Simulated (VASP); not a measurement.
Input of a VASP 6.6.1 run:

INCAR

```
SYSTEM = Co
PREC = Accurate
ENCUT = 520
EDIFF = 1E-6
ISMEAR = -1
SIGMA = 0.05
LREAL = .False.
LASPH = .True.
NELM = 150
ALGO = Normal
ISIF = 2
LWAVE = .False.
LCHARG = .True.
ISPIN = 2
MAGMOM = 1.655 1.655
LORBIT = 11
LMAXMIX = 4
GGA = CA
LELF = .True.
LVHAR = .True.
NBANDS = 20
```

The input KPOINTS:

```
regular mesh
0
Gamma
  13 13 13
  0 0 0
```

File POSCAR:

```
Co
1.0
    2.5877724966      0.0000000000      0.0000000000
    0.0000000000      2.5877724966      0.0000000000
    0.0000000000      0.0000000000      2.5877724966
Co
2
Direct
    0.0000000000      0.0000000000      0.0000000000
    0.5000000000      0.5000000000      0.5000000000
```

Potentials or basis: VASP PAW LDA potentials, release 64 (Co).

Run with:

```sh
$ cat potpaw_LDA.64/Co/POTCAR > POTCAR
$ mpirun -np 1 vasp_std > vasp.out
```

Task: Estimate the pressure.

Result: 59.1 GPa.

Task: Estimate the site moments.

Result: Co +1.39 μB.

Task: Estimate the net moment.

Result: 2.83 μB per cell.
